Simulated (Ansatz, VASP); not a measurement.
## MgAl2Sb2 in VASP and in Ansatz

```xyz
5
Lattice="4.6038 0.0000 0.0000 -2.3019 3.9870 0.0000 0.0000 0.0000 7.0863" Properties=species:S:1:pos:R:3 pbc="T T T"
Mg    0.0000    0.0000    0.0000
Al    2.3019    1.3290    2.6275
Al    0.0000    2.6580    4.4588
Sb    2.3019    1.3290    5.4543
Sb    0.0000    2.6580    1.6321
```

Alike in both runs: task single point; functional PBEsol; k mesh 6 × 6 × 4; occupations fermi-dirac, width 0.15 eV; no spin polarisation.

|  | VASP | Ansatz |
| --- | --- | --- |
| version | VASP 6.6.1 | Ansatz 0.2.0 |
| potentials or method | VASP PAW PBE potentials, release 64 (Mg, Al, Sb), cutoff 520 eV | plane waves, PAW |
| valence electrons in the cell | 18 | 46 |

VASP gave:

```
pressure (GPa)                                                : -1.5
traceless stress, the component that is largest in VASP (GPa) : -0.04
```

Estimate Ansatz's values.

pressure (GPa): -1.6; traceless stress, the component that is largest in VASP (GPa): -0.07.

VASP's potentials were made for PBE, not for PBEsol. VASP's potentials hold 18 valence electrons a cell and Ansatz's 46, so a difference there can come from the potentials and not from the codes.

Spin-orbit coupling is off throughout.
